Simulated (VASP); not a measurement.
A run of VASP 6.6.1 is set up as follows.

Contents of INCAR:

```
SYSTEM = WS2
PREC = Accurate
ENCUT = 520
EDIFF = 1E-7
ISMEAR = 0
SIGMA = 0.02
LREAL = .False.
LASPH = .True.
NELM = 100
ALGO = Normal
ISIF = 2
LWAVE = .False.
LCHARG = .False.
GGA = PS
NBANDS = 49
```

File KPOINTS:

```
Automatic mesh
0
Gamma
  4 4 1
  0 0 0
```

Contents of POSCAR:

```
WS2
1.0
    3.1892799466     -0.0245418244      0.0094448765
   -1.6158938167      2.7543110097     -0.0025461153
    0.0846645158      0.0225267146     28.5350036133
W S
3 6
Direct
    0.6849739743      0.3556432144      0.6623338414
    0.2963177032      0.6623619500      0.8830899239
    0.3399290225      0.6730352715      0.4374114061
    0.6327730888      0.2488294943      0.9405734841
    0.7096741604      0.3845132672      0.4920804753
    0.3861498754      0.6828011494      0.7121668778
    0.6191007761      0.3198080881      0.8310202070
    0.6804408431      0.3275026004      0.3819416202
    0.3668654855      0.7075846502      0.6078080724
```

Potentials or basis: VASP PAW PBE potentials, release 64 (W_sv, S).

Launch:

```bash
$ cat potpaw_PBE.64/W_sv/POTCAR potpaw_PBE.64/S/POTCAR > POTCAR
$ mpirun -np 1 vasp_std > vasp.out
```

(1) Estimate the largest force.

(2) Predict the band gap on the k mesh.

Results:

(1) 3.517 eV/Å.

(2) 1.19 eV.

Caveat: the k points lie up to 0.57 Å⁻¹ apart; the PAW data sets were made with another functional, which shifts forces and pressure a little; spin-orbit coupling is left out, which moves the levels of the heavy elements.
